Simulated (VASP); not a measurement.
A run of VASP 6.6.1 is set up as follows.

The input INCAR:

```
ALGO = Normal
EDIFF = 1E-7
EDIFFG = -0.04
ENCUT = 600
GGA = PE
IBRION = 2
ISIF = 3
ISMEAR = 0
LASPH = T
LCHARG = F
LREAL = F
LWAVE = F
NELM = 80
NSW = 90
PREC = Accurate
SIGMA = 0.1
```

Contents of KPOINTS:

```
k-points
0
Gamma
  6 6 6
```

POSCAR

```
PbO
1.0
    3.4602398500      0.0000000000      0.0000000000
    0.0000000000      3.4602398500      0.0000000000
    0.0000000000      0.0000000000      3.4602398500
Pb O
1 1
Direct
    0.5000000000      0.5000000000      0.5000000000
    0.0000000000      0.0000000000      0.0000000000
```

Potentials or basis: VASP PAW PBE potentials, release 64 (Pb_d, O).

Launch:

```bash
$ cat potpaw_PBE.64/Pb_d/POTCAR potpaw_PBE.64/O/POTCAR > POTCAR
$ mpirun -np 1 vasp_std > vasp.out
```

Q: What does it give for the relaxed cell?

A: a = 3.212 Å, b = 3.212 Å, c = 3.212 Å, α = 90.00°, β = 90.00°, γ = 90.00°.

Q: Predict the relaxed volume.

A: 16.58 Å³/atom.

Q: Predict the band gap on the k mesh.

A: 0.58 eV, indirect (least direct gap 0.70 eV).

Final structure:
```yaml
crystal:
  lattice:
    - [3.21244, 0.00000, 0.00000]
    - [0.00000, 3.21244, 0.00000]
    - [0.00000, 0.00000, 3.21244]
  atoms:
    - { symbol: Pb, position: [0.50000, 0.50000, 0.50000] }
    - { symbol: O, position: [0.00000, 0.00000, 0.00000] }
```

Caveat: the volume moved by over 15 % at a fixed basis, so the end points are rough; spin-orbit coupling is left out, which moves the levels of the heavy elements. A k mesh can miss the band edges.
